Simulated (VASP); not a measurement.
# CuI (F-43m) in VASP: notebook

Runs on CuI. Level: LDA. Tasks: elastic constants.

Everything below comes from runs of VASP 6.6.1. Logs are shortened: lines on timing, memory, paths and dates and some standing lists are left out, and cuts for length are marked.

### Step 1. The cell of the first run

The structure is cubic, space group F-43m (No. 216). The conventional cell has a = 5.746 Å, b = 5.746 Å, c = 5.746 Å, α = 90.00°, β = 90.00°, γ = 90.00°. Cu (site symmetry -43m) has 4 I at 2.49 Å within 3.3 Å. Within 3.3 Å of I (site symmetry -43m) lie 4 Cu at 2.49 Å.

### Step 2. Elastic constants, LDA

INCAR

```
SYSTEM = CuI
  PREC = Accurate
  ENCUT = 600
  EDIFF = 1E-8
  ISMEAR = 0
  SIGMA = 0.01
  LREAL = .False.
  LASPH = .True.
  NELM = 120
  ALGO = Normal
  ISIF = 3
  LWAVE = .False.
  LCHARG = .True.
  NBANDS = 16
  IBRION = 6
  NFREE = 2
  POTIM = 0.015
  NSW = 1
  GGA_COMPAT = .False.
```

KPOINTS

```
regular mesh
0
Gamma
  6 6 6
  0 0 0
```

POSCAR

```
CuI
1.0
    0.0000000000      2.8730603901      2.8730603901
    2.8730603901      0.0000000000      2.8730603901
    2.8730603901      2.8730603901      0.0000000000
Cu I
1 1
Direct
    0.7500000000      0.7500000000      0.7500000000
    0.0000000000      0.0000000000      0.0000000000
```

Potentials or basis: VASP PAW LDA potentials, release 64 (Cu, I).

The run is started by

```console
cat potpaw_LDA.64/Cu/POTCAR potpaw_LDA.64/I/POTCAR > POTCAR
mpirun -np 1 vasp_std > vasp.out
```

OUTCAR:

```text
SYSTEM = CuI
   PREC = Accurate
   ENCUT = 600
   EDIFF = 1E-8
   ISMEAR = 0
   LREAL = .False.
   LASPH = .True.
   NELM = 120
   ISIF = 3
   IBRION = 6
   NFREE = 2
   POTIM = 0.015
   NSW = 1

 ion  position               nearest neighbor table
   1  0.750  0.750  0.750-   2 2.49   2 2.49   2 2.49   2 2.49
   2  0.000  0.000  0.000-   1 2.49   1 2.49   1 2.49   1 2.49

  LATTYP: Found a face centered cubic cell.
 ALAT       =     5.7461207802

  Lattice vectors:

 A1 = (   0.0000000000,   2.8730603901,   2.8730603901)
 A2 = (   2.8730603901,   0.0000000000,   2.8730603901)
 A3 = (   2.8730603901,   2.8730603901,   0.0000000000)

Analysis of symmetry for initial positions (statically):
=====================================================================
 Subroutine PRICEL returns:
 Original cell was already a primitive cell.

 Routine SETGRP: Setting up the symmetry group for a
 face centered cubic supercell.

 Subroutine GETGRP returns: Found 24 space group operations
 (whereof 24 operations were pure point group operations)
 out of a pool of 48 trial point group operations.

The static configuration has the point symmetry T_d .

Analysis of symmetry for dynamics (positions and initial velocities):
=====================================================================
 Subroutine PRICEL returns:
 Original cell was already a primitive cell.

 Routine SETGRP: Setting up the symmetry group for a
 face centered cubic supercell.

 Subroutine GETGRP returns: Found 24 space group operations
 (whereof 24 operations were pure point group operations)
 out of a pool of 48 trial point group operations.

The dynamic configuration has the point symmetry T_d .

 Subroutine INISYM returns: Found 24 space group operations
 (whereof 24 operations are pure point group operations),
 and found     1 'primitive' translations

----------------------------------------------------------------------------------------

                                     Primitive cell

  volume of cell :      47.4312

  direct lattice vectors                    reciprocal lattice vectors
     0.000000000  2.873060390  2.873060390    -0.174030453  0.174030453  0.174030453
     2.873060390  0.000000000  2.873060390     0.174030453 -0.174030453  0.174030453
     2.873060390  2.873060390  0.000000000     0.174030453  0.174030453 -0.174030453

  length of vectors
     4.063120969  4.063120969  4.063120969     0.301429586  0.301429586  0.301429586

  position of ions in fractional coordinates (direct lattice)
     0.750000000  0.750000000  0.750000000
     0.000000000  0.000000000  0.000000000

  ion indices of the primitive-cell ions
   primitive index   ion index
                 1           1
                 2           2

----------------------------------------------------------------------------------------

 KPOINTS: regular mesh

Automatic generation of k-mesh.
 Grid dimensions read from file:
 generate k-points for:    6    6    6

 Generating k-lattice:

  Cartesian coordinates                     Fractional coordinates (reciprocal lattice)
    -0.029005075  0.029005075  0.029005075     0.166666667  0.000000000  0.000000000
     0.029005075 -0.029005075  0.029005075     0.000000000  0.166666667  0.000000000
[... 106 lines left out ...]
  Total        1.2164956      1.2164956      1.2164956     -0.0000000     -0.0000000      0.0000000
  in kB       41.0919609     41.0919609     41.0919609     -0.0000000     -0.0000000      0.0000000
  external PRESSURE =      41.0919609 kB  Pullay stress =       0.0000000 kB
[... 89 lines left out ...]
  FREE ENERGIE OF THE ION-ELECTRON SYSTEM (eV)
  ---------------------------------------------------
  free  energy   TOTEN  =        -6.9342487990 eV

  energy  without entropy=       -6.9342487990  energy(sigma->0) =       -6.93424880

 E-fermi :   5.9768     XC(G=0):  -9.9718

 val. band max:        5.9240223032   @ k =   0.0000   0.0000   0.0000
 cond. band min:       7.3410526931   @ k =   0.0000   0.0000   0.0000
 fundamental gap:      1.4170303899
 Fermi energy:         5.9767902776

 k-point     1 :       0.0000    0.0000    0.0000
  band No.  band energies     occupation
      1      -8.9395      2.00000
      2       1.5159      2.00000
      3       1.5335      2.00000
      4       1.5335      2.00000
      5       3.2891      2.00000
      6       3.3068      2.00000
[... 433 lines left out ...]
      3       1.1590      2.00000
      4       1.5443      2.00000
      5       3.1798      2.00000
      6       3.3642      2.00000
[... 8 lines left out ...]
     15      17.5959      0.00000
     16      19.0309      0.00000

 [... further k-points ...]

[... ionic steps 4 to 14 ...]

--------------------------------------- Ionic step       15  -------------------------------------------

 number of electron      18.0000006 magnetization

------------------------ aborting loop because EDIFF is reached ----------------------------------------
[... 67 lines left out ...]
--------------------------------------- Ionic step       17  -------------------------------------------

 number of electron      18.0000009 magnetization

 Free energy of the ion-electron system (eV)
  ---------------------------------------------------
  ext. energy  EPLUGINS =         0.00000000
  ---------------------------------------------------
  free energy    TOTEN  =        -6.95503620 eV

  energy without entropy =       -6.95503620  energy(sigma->0) =       -6.95503620

 E-fermi :   6.2319     XC(G=0): -10.0408

 val. band max:        6.1139598265   @ k =   0.0000   0.0000   0.0000
 cond. band min:       7.5868715026   @ k =   0.0000   0.0000   0.0000
 fundamental gap:      1.4729116761
 Fermi energy:         6.2319474067

 k-point     1 :       0.0000    0.0000    0.0000
  band No.  band energies     occupation
      1      -8.8458      2.00000
      2       1.6101      2.00000
      3       1.6333      2.00000
      4       1.6571      2.00000
      5       3.4104      2.00000
      6       3.4108      2.00000
[... 433 lines left out ...]
      3       1.3590      2.00000
      4       1.6767      2.00000
      5       3.3706      2.00000
      6       3.4483      2.00000
[... 8 lines left out ...]
     15      17.2639      0.00000
     16      17.5312      0.00000

 [... further k-points ...]

------------------------ aborting loop because EDIFF is reached ----------------------------------------

  FORCE on cell =-STRESS in cart. coord.  units (eV):
  Direction    XX          YY          ZZ          XY          YZ          ZX
  --------------------------------------------------------------------------------------
  -------------------------------------------------------------------------------------
  Total        1.2250342      1.2271242      1.2271242      0.0000000      0.1134512      0.0000000
  in kB       41.3803864     41.4509828     41.4509828      0.0000000      3.8322653      0.0000000
  external PRESSURE =      41.4274507 kB  Pullay stress =       0.0000000 kB
[... 17 lines left out ...]
  FREE ENERGIE OF THE ION-ELECTRON SYSTEM (eV)
  ---------------------------------------------------
  free  energy   TOTEN  =        -6.9550361951 eV

  energy  without entropy=       -6.9550361951  energy(sigma->0) =       -6.95503620

 INTERNAL STRAIN TENSORS FROM STRAINED CELLS
 ============================================

 INTERNAL STRAIN TENSOR FOR ION    1 for displacements in x,y,z  (eV/Angst):
          X           Y           Z          XY          YZ          ZX
  --------------------------------------------------------------------------------
  x    -0.00000    -0.00000     0.00000    -0.00000     7.57355    -0.00000
  y    -0.00000     0.00000     0.00000    -0.00000     0.00000     7.57378
  z    -0.00000    -0.00000    -0.00000     7.57304    -0.00000     0.00000

 INTERNAL STRAIN TENSORS FROM DISPLACED ATOMS
 ============================================

 INTERNAL STRAIN TENSOR FOR ION    1 for displacements in x,y,z  (eV/Angst):
          X           Y           Z          XY          YZ          ZX
  --------------------------------------------------------------------------------
  x     0.00000     0.00000     0.00000     0.00000     7.57475     0.00000
  y    -0.00000    -0.00000    -0.00000     0.00000     0.00000     7.57475
  z     0.00000     0.00000     0.00000     7.57475     0.00000     0.00000

 INTERNAL STRAIN TENSOR FOR ION    2 for displacements in x,y,z  (eV/Angst):
          X           Y           Z          XY          YZ          ZX
  --------------------------------------------------------------------------------
  x    -0.00000     0.00000     0.00000     0.00000    -7.57351     0.00000
  y     0.00000    -0.00000     0.00000     0.00000     0.00000    -7.57351
  z     0.00000     0.00000    -0.00000    -7.57351     0.00000     0.00000

 Eigenvectors and eigenvalues of the dynamical matrix
 ----------------------------------------------------

   1 f  =    5.412710 THz    34.009060 2PiTHz  180.548572 cm-1    22.385160 meV
             X         Y         Z           dx          dy          dz
      4.309591  4.309591  4.309591    -0.816785    0.000000    0.000000
      0.000000  0.000000  0.000000     0.576942    0.000000    0.000000
[... 21 lines left out ...]
   6 f/i=    0.004593 THz     0.028860 2PiTHz    0.153211 cm-1     0.018996 meV
             X         Y         Z           dx          dy          dz
      4.309591  4.309591  4.309591     0.000000   -0.299367   -0.493195
      0.000000  0.000000  0.000000     0.000000   -0.423818   -0.698223

--------------------------------------------------------------------------------------------------------

 ELASTIC MODULI CONTR FROM IONIC RELAXATION (kBar)
 Direction    XX          YY          ZZ          XY          YZ          ZX
 --------------------------------------------------------------------------------
 XX          -0.0000     -0.0000     -0.0000     -0.0000     -0.0000      0.0000
 YY          -0.0000     -0.0000     -0.0000     -0.0000     -0.0000     -0.0000
 ZZ          -0.0000     -0.0000     -0.0000     -0.0000     -0.0000      0.0000
 XY          -0.0000     -0.0000     -0.0000   -381.9979      0.0000      0.0000
 YZ          -0.0000     -0.0000     -0.0000      0.0000   -381.9979      0.0000
 ZX           0.0000     -0.0000      0.0000      0.0000      0.0000   -381.9979
 --------------------------------------------------------------------------------

 TOTAL ELASTIC MODULI (kBar)
 Direction    XX          YY          ZZ          XY          YZ          ZX
 --------------------------------------------------------------------------------
 XX         849.2546    660.9647    660.9647     -0.0000     -0.0000      0.0000
 YY         660.9647    849.2546    660.9647     -0.0000     -0.0000     -0.0000
 ZZ         660.9647    660.9647    849.2546     -0.0000     -0.0000     -0.0000
 XY          -0.0000     -0.0000     -0.0000    252.1428      0.0000      0.0000
 YZ          -0.0000     -0.0000     -0.0000      0.0000    252.1428      0.0000
 ZX           0.0000     -0.0000     -0.0000      0.0000      0.0000    252.1428
 --------------------------------------------------------------------------------
```

Wall time 7.2 min (1 thread of AMD EPYC 7R13 (Zen 3), shared host); peak memory 0.22 GiB.

What came out:

* Elastic constants C11, C12, C44: 85, 66, 25 GPa
* Voigt bulk modulus: 72 GPa
* Highest phonon frequency at Γ, LO-TO splitting left out: 181 cm⁻¹

Phonon frequencies in cm⁻¹ (negative: imaginary):
| q point | frequencies |
| --- | --- |
| (0.000, 0.000, 0.000) | 0 0 0 181 181 181 |

Elastic tensor in Voigt notation (GPa, in the Cartesian axes of the cell as first typed):
```
85 66 66  0  0  0
66 85 66  0  0  0
66 66 85  0  0  0
 0  0  0 25  0  0
 0  0  0  0 25  0
 0  0  0  0  0 25
```

Clamped-ion elastic tensor (GPa):
```
85 66 66  0  0  0
66 85 66  0  0  0
66 66 85  0  0  0
 0  0  0 63  0  0
 0  0  0  0 63  0
 0  0  0  0  0 63
```

Caveat: the cell is under stress, which shifts elastic constants; spin-orbit coupling is left out, which moves the levels of the heavy elements.

### Step 3. Elastic constants, LDA

This run uses another cell than the first one, of 24.39 Å³/atom.

INCAR

```
  ALGO = Normal
  EDIFF = 1E-8
  ENCUT = 600
  GGA = CA
  GGA_COMPAT = False
  IBRION = 6
  ISIF = 3
  ISMEAR = 0
  LASPH = True
  LCHARG = False
  LREAL = False
  LWAVE = False
  NELM = 120
  NFREE = 2
  NSW = 1
  POTIM = 0.015
  PREC = Accurate
  SIGMA = 0.01
```

KPOINTS

```
k-points
0
Gamma
  6 6 6
```

POSCAR

```
CuI
1.0
    0.0000000000      2.9000284941      2.9000284941
    2.9000284941      0.0000000000      2.9000284941
    2.9000284941      2.9000284941      0.0000000000
Cu I
1 1
Direct
    0.7500000000      0.7500000000      0.7500000000
    0.0000000000      0.0000000000      0.0000000000
```

Potentials or basis: VASP PAW LDA potentials, release 64 (Cu, I).

The run is started by

```console
cat potpaw_LDA.64/Cu/POTCAR potpaw_LDA.64/I/POTCAR > POTCAR
mpirun -np 1 vasp_std > vasp.out
```

Run time: 10 min. Hardware: 1 thread of AMD EPYC 7R13 (Zen 3), shared host; peak memory 0.2 GiB.

It converged, with:

| Property | Result |
| --- | --- |
| Elastic constants C11, C12, C44 | 78, 58, 26 GPa |
| Voigt bulk modulus | 65 GPa |
| Highest phonon frequency at Γ, LO-TO splitting left out | 169 cm⁻¹ |

Phonon frequencies in cm⁻¹ (negative: imaginary):
```
              q point        frequencies
(0.000, 0.000, 0.000)  0 0 0 169 169 169
```

Elastic tensor in Voigt notation (GPa, in the Cartesian axes of the cell as first typed):
```
78 58 58  0  0  0
58 78 58  0  0  0
58 58 78  0  0  0
 0  0  0 26  0  0
 0  0  0  0 26  0
 0  0  0  0  0 26
```

Clamped-ion elastic tensor (GPa):
```
78 58 58  0  0  0
58 78 58  0  0  0
58 58 78  0  0  0
 0  0  0 56  0  0
 0  0  0  0 56  0
 0  0  0  0  0 56
```

Caveat: the cell is under stress, which shifts elastic constants; spin-orbit coupling is left out, which moves the levels of the heavy elements.

### Step 4. Elastic constants, LDA

This run uses another cell than the first one, of 24.77 Å³/atom.

INCAR

```
ALGO = Normal
EDIFF = 1E-8
ENCUT = 600
GGA = CA
GGA_COMPAT = False
IBRION = 6
ISIF = 3
ISMEAR = 0
LASPH = True
LCHARG = False
LREAL = False
LWAVE = False
NELM = 120
NFREE = 2
NSW = 1
POTIM = 0.015
PREC = Accurate
SIGMA = 0.01
```

KPOINTS is that of step 3.

POSCAR

```
CuI
1.0
    0.0000000000      2.9150277272      2.9150277272
    2.9150277272      0.0000000000      2.9150277272
    2.9150277272      2.9150277272      0.0000000000
Cu I
1 1
Direct
    0.7500000000      0.7500000000      0.7500000000
    0.0000000000      0.0000000000      0.0000000000
```

Potentials or basis: VASP PAW LDA potentials, release 64 (Cu, I).

The run is started by

```console
cat potpaw_LDA.64/Cu/POTCAR potpaw_LDA.64/I/POTCAR > POTCAR
mpirun -np 1 vasp_std > vasp.out
```

OUTCAR:

```text
EDIFF = 1E-8
   ENCUT = 600
   GGA = CA
   IBRION = 6
   ISIF = 3
   ISMEAR = 0
   LASPH = True
   LREAL = False
   NELM = 120
   NFREE = 2
   NSW = 1
   POTIM = 0.015
   PREC = Accurate

 ion  position               nearest neighbor table
   1  0.750  0.750  0.750-   2 2.52   2 2.52   2 2.52   2 2.52
[... 826 lines left out ...]
             X         Y         Z           dx          dy          dz
      4.372542  4.372542  4.372542     0.000000    0.750202    0.323613
      0.000000  0.000000  0.000000    -0.000000   -0.529445   -0.228385
[... 21 lines left out ...]
   6 f/i=    0.006163 THz     0.038722 2PiTHz    0.205570 cm-1     0.025487 meV
             X         Y         Z           dx          dy          dz
      4.372542  4.372542  4.372542     0.000000   -0.308731   -0.486987
      0.000000  0.000000  0.000000     0.000000   -0.437460   -0.690042

--------------------------------------------------------------------------------------------------------

 ELASTIC MODULI CONTR FROM IONIC RELAXATION (kBar)
 Direction    XX          YY          ZZ          XY          YZ          ZX
 --------------------------------------------------------------------------------
 XX           0.0000      0.0000      0.0000      0.0000      0.0000      0.0000
 YY           0.0000      0.0000      0.0000      0.0000      0.0000      0.0000
 ZZ           0.0000      0.0000      0.0000      0.0000      0.0000      0.0000
 XY           0.0000      0.0000      0.0000   -266.2227      0.0000      0.0000
 YZ           0.0000      0.0000      0.0000      0.0000   -266.2227      0.0000
 ZX           0.0000      0.0000      0.0000      0.0000      0.0000   -266.2227
 --------------------------------------------------------------------------------

 TOTAL ELASTIC MODULI (kBar)
 Direction    XX          YY          ZZ          XY          YZ          ZX
 --------------------------------------------------------------------------------
 XX         745.4853    539.2619    539.2619      0.0000      0.0000      0.0000
 YY         539.2619    745.4853    539.2619      0.0000      0.0000      0.0000
 ZZ         539.2619    539.2619    745.4853     -0.0000     -0.0000      0.0000
 XY           0.0000      0.0000     -0.0000    262.3364      0.0000      0.0000
 YZ           0.0000      0.0000     -0.0000      0.0000    262.3364      0.0000
 ZX           0.0000      0.0000      0.0000      0.0000      0.0000    262.3364
 --------------------------------------------------------------------------------
```

It took 11 min on 1 thread of AMD EPYC 7R13 (Zen 3), shared host; peak memory 0.21 GiB.

What came out:

| Property | Result |
| --- | --- |
| Elastic constants C11, C12, C44 | 75, 54, 26 GPa |
| Voigt bulk modulus | 61 GPa |
| Highest phonon frequency at Γ, LO-TO splitting left out | 163 cm⁻¹ |

Phonon frequencies in cm⁻¹ (negative: imaginary):
| q point | frequencies |
| --- | --- |
| (0.000, 0.000, 0.000) | 0 0 0 163 163 163 |

Elastic tensor in Voigt notation (GPa, in the Cartesian axes of the cell as first typed):
```
75 54 54  0  0  0
54 75 54  0  0  0
54 54 75  0  0  0
 0  0  0 26  0  0
 0  0  0  0 26  0
 0  0  0  0  0 26
```

Clamped-ion elastic tensor (GPa):
```
75 54 54  0  0  0
54 75 54  0  0  0
54 54 75  0  0  0
 0  0  0 53  0  0
 0  0  0  0 53  0
 0  0  0  0  0 53
```

Caveat: the cell is under stress, which shifts elastic constants; spin-orbit coupling is left out, which moves the levels of the heavy elements.
